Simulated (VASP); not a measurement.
Si6Cl, 7 atoms in the cell. The cell holds a slab with vacuum, 7 atoms: a = 3.868 Å, b = 5.470 Å, c = 19.224 Å, α = 90.00°, β = 90.00°, γ = 90.00°. 

- Program: VASP 6.6.1
- Task: single point
- Functional: PBE
- Potentials or basis: VASP PAW PBE potentials, release 64 (Si, Cl)
- Cutoff: 520 eV
- k mesh: 7 × 5 × 1
- Occupations: gaussian, width 0.05 eV
- Spin: collinear spin
- Starting moments: [0.0, 0.0, 0.0, 0.0, 0.0, 0.0, 1.0] μB
- Dipole correction: yes
- Further INCAR settings: ALGO = Normal; EDIFF = 1e-07; NBANDS = 28

Potentials or basis: VASP PAW PBE potentials, release 64 (Si, Cl).

Command:

```sh
$ cat potpaw_PBE.64/Si/POTCAR potpaw_PBE.64/Cl/POTCAR > POTCAR
$ mpirun -np 1 vasp_std > vasp.out
```

Hardware: 1 thread of Intel(R) Xeon(R) 6975P-C (Granite Rapids), with other jobs on the host.

Question: Estimate the wall time of this run.

Answer: Run time: 10 min on 1 thread of Intel(R) Xeon(R) 6975P-C (Granite Rapids) (shared host), peak memory 0.75 GiB. Counts: scf iterations 38, k points 18.
